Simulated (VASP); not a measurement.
Wanted: the native input for a VASP 6.6.1 run.

```yaml
Task: single point
Functional: revPBE
Potentials_or_basis: VASP PAW PBE potentials, release 64 (Ir)
Cutoff: 520 eV
k_mesh: 15 × 15 × 8
Occupations: fermi-dirac, width 0.1 eV
Spin: no spin polarisation
Dipole_correction: no
Further_INCAR_settings: ALGO = Normal; EDIFF = 1e-06; NBANDS = 16
```

The structure of Ir lies in POSCAR:

```
Ir
1.0
    2.7566050932      0.0000000000      0.0000000000
   -1.3783025466      2.3872900389      0.0000000000
    0.0000000000      0.0000000000      4.4702982130
Ir
2
Direct
    0.3333333333      0.6666666667      0.2500000000
    0.6666666667      0.3333333333      0.7500000000
```

The input as run:

INCAR

```
SYSTEM = Ir
PREC = Accurate ; ENCUT = 520
EDIFF = 1E-6 ; ISMEAR = -1
SIGMA = 0.1 ; LREAL = .False.
LASPH = .True. ; NELM = 80
ALGO = Normal ; ISIF = 2
LWAVE = .False. ; LCHARG = .False.
GGA = RE ; NBANDS = 16
```

KPOINTS

```
Automatic mesh
0
Gamma
  15 15 8
  0 0 0
```

Potentials or basis: VASP PAW PBE potentials, release 64 (Ir).

Run with:

```sh
$ cat potpaw_PBE.64/Ir/POTCAR > POTCAR
$ mpirun -np 1 vasp_std > vasp.out
```

Results of the run:

```
Pressure               : 0.3 GPa
Band gap on the k mesh : zero (band 9 reaches 10.81 eV, above the bottom of band 10 at 7.74 eV)
```

Caveat: the PAW data sets were made with another functional, which shifts forces and pressure a little; spin-orbit coupling is left out, which moves the levels of the heavy elements.

Run time: 34 s on 1 thread of Intel(R) Xeon(R) Platinum 8488C (Sapphire Rapids), on a shared host, peak memory 0.19 GiB.
